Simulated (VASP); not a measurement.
Wanted: the native input for a VASP 6.6.1 run.

```yaml
Task: single point
Functional: PBE
Potentials_or_basis: VASP PAW PBE potentials, release 64 (Nb_sv)
Cutoff: 520 eV
k_mesh: 20 × 20 × 20
Occupations: gaussian, width 0.15 eV
Spin: no spin polarisation
Dipole_correction: no
Further_INCAR_settings: ALGO = Fast; EDIFF = 1e-07; NBANDS = 12
```

The structure of Nb lies in POSCAR:

```
Nb
1.0
   -1.7055487500      1.7055487500      1.6639500000
    1.7055487500     -1.7055487500      1.6639500000
    1.7055487500      1.7055487500     -1.6639500000
Nb
1
Direct
    0.0000000000      0.0000000000      0.0000000000
```

This cell differs from its parent crystal: strain +0.025 along x and y, +0.000 along z.

The input as run:

INCAR

```
SYSTEM = Nb
PREC     = Accurate       ! precision mode
ENCUT    = 520            ! plane-wave cutoff, eV
EDIFF    = 1E-7           ! SCF threshold, eV
ISMEAR   = 0              ! smearing method
SIGMA    = 0.15           ! smearing width, eV
LREAL    = .False.        ! projectors in reciprocal space
LASPH    = .True.         ! aspherical terms in the spheres
NELM     = 60             ! most SCF steps
ALGO     = Fast           ! electronic algorithm
ISIF     = 2              ! what is computed and relaxed
LWAVE    = .False.        ! write WAVECAR
LCHARG   = .False.        ! write CHGCAR
GGA      = PE             ! functional
NBANDS   = 12             ! bands
```

KPOINTS

```
regular mesh
0
Gamma
  20 20 20
  0 0 0
```

Potentials or basis: VASP PAW PBE potentials, release 64 (Nb_sv).

Launch:

```bash
$ cat potpaw_PBE.64/Nb_sv/POTCAR > POTCAR
$ mpirun -np 1 vasp_std > vasp.out
```

Results of the run:

```json
{
  "Pressure": "-10.1 GPa"
}
```

Caveat: the cell differs from its parent crystal (strain +0.025 along x and y, +0.000 along z).

Run time: 3.1 min on 1 thread of Intel(R) Xeon(R) Platinum 8259CL CPU @ 2.50GHz (Skylake/Cascade Lake), with other jobs on the host, peak memory 0.26 GiB.
